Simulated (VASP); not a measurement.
Crystal: HgTe.

```
CELL_PARAMETERS angstrom
0.00000 3.32601 3.32601
3.32601 0.00000 3.32601
3.32601 3.32601 0.00000
ATOMIC_POSITIONS crystal
Hg 0.00000 0.00000 0.00000
Te 0.25000 0.25000 0.25000
```

```yaml
Program: VASP 6.6.1
Task: relaxation of cell and atoms
Functional: LDA
Potentials_or_basis: VASP PAW LDA potentials, release 64 (Hg, Te)
Cutoff: 600 eV
k_mesh: 6 × 6 × 6
Occupations: fermi-dirac, width 0.02 eV
Spin: no spin polarisation
```

At the start: pressure -3.4 GPa; volume 36.79 Å³/atom.

Q: How do energy, volume and symmetry change on relaxing?

A: Over 3 steps the energy falls by 37.7 meV/atom and the volume is 33.56 Å³/atom (-8.8 %); space group F-43m (No. 216, to 0.05 Å).

Step by step:
| step | energy change (eV) | largest force (eV/Å) | pressure (GPa) | volume (Å³) |
| --- | --- | --- | --- | --- |
| 1 | 0.0000 | 0.0000 | -3.41 | 73.59 |
| 2 | -0.0697 | 0.0000 | 1.18 | 65.56 |
| 3 | -0.0754 | 0.0000 | 0.02 | 67.12 |

Final structure:
```
Hg Te
1.0
     0.00000    3.22561    3.22561
     3.22561    0.00000    3.22561
     3.22561    3.22561    0.00000
Hg Te
1 1
Direct
  0.00000 0.00000 0.00000
  0.25000 0.25000 0.25000
```
